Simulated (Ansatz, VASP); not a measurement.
**Two plane-wave programs on Al**

```
Al
1.0
    -1.60644    1.60644   -1.60644
    -1.60644   -1.60644    1.60644
     0.00000    9.60774    9.60774
Al
4
Cartesian
  0.0000 5.6225 5.6225
  -1.6064 0.8032 0.8032
  0.0000 2.4097 2.4097
  -1.6064 4.0161 4.0161
```

Alike in both runs: task single point; functional PBEsol; k mesh 22 × 22 × 7; occupations gaussian, width 0.15 eV; no spin polarisation.

|  | VASP | Ansatz |
| --- | --- | --- |
| version | VASP 6.6.1 | Ansatz 0.2.0 |
| potentials or method | VASP PAW PBE potentials, release 64 (Al), cutoff 520 eV | scalar-relativistic, plane waves, PAW |
| valence electrons in the cell | 12 | 12 |

```tsv
	VASP	Ansatz	Ansatz less VASP
gap on the k mesh at the Fermi level (eV)	none	none	-
rms of the force components (eV/Å)	0.049	0.048	-0.0004
```

VASP's potentials were made for PBE, not for PBEsol. Atom by atom the forces differ by 0.001 eV/Å (rms over components). A gap of «none» marks a metal or a gap that the smearing closes. With one functional, cell and mesh, what is left measures potentials, basis and numerics.
